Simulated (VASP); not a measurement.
Write the native input for VASP 6.6.1 that does the following.

| Quantity | Value |
| --- | --- |
| Task | single point |
| Functional | PBE |
| Potentials or basis | VASP PAW PBE potentials, release 64 (Ba_sv, Ho_3, Te), 4f in core |
| Cutoff | 500 eV |
| k mesh | 6 × 6 × 6 |
| Occupations | gaussian, width 0.1 eV |
| Spin | no spin polarisation |
| Dipole correction | no |
| Further INCAR settings | ALGO = Normal; EDIFF = 1e-06; NBANDS = 36 |

The structure of Ba2Ho3Te lies in POSCAR:

```
Ba2Ho3Te
1.0
    6.0239760292      0.0000000000      0.0000000000
   -3.0119880146      5.2169162731      0.0000000000
    0.0000000000      0.0000000000      6.9157371133
Ba Ho Te
2 3 1
Direct
    0.3333333333      0.6666666667      0.6038677823
    0.6666666667      0.3333333333      0.6038677823
    0.3333333333      0.6666666667      0.0984665799
    0.6666666667      0.3333333333      0.0984665799
    0.0000000000      0.0000000000      0.0723101719
    0.0000000000      0.0000000000      0.5835502837
```

The cell was generated, and may not be a known phase.

The input as run:

INCAR

```
PREC = Accurate
ENCUT = 500
EDIFF = 1E-6
ISMEAR = 0
SIGMA = 0.1
LREAL = False
LASPH = True
NELM = 200
ALGO = Normal
ISIF = 2
LWAVE = False
LCHARG = True
GGA = PE
LELF = True
LVHAR = True
NBANDS = 36
GGA_COMPAT = False
LMAXMIX = 6
```

KPOINTS

```
Automatic mesh
0
Gamma
  6 6 6
```

Potentials or basis: VASP PAW PBE potentials, release 64 (Ba_sv, Ho_3, Te), 4f in core.

Run with:

```console
$ cat potpaw_PBE.64/Ba_sv/POTCAR potpaw_PBE.64/Ho_3/POTCAR potpaw_PBE.64/Te/POTCAR > POTCAR
$ mpirun -np 1 vasp_std > vasp.out
```

Results of the run:

```json
{
 "Pressure": "0.5 GPa",
 "Largest force": "0.016 eV/Å",
 "Band gap on the k mesh": "zero (an odd number of electrons rules out a gap without spin polarisation)"
}
```

Caveat: spin-orbit coupling is left out, which moves the levels of the heavy elements; the 4f electrons are frozen in the core, so they carry no moment and show no levels.

Wall time 4.6 min on 1 thread of Intel(R) Xeon(R) 6975P-C (Granite Rapids) (shared host), peak memory 0.44 GiB.
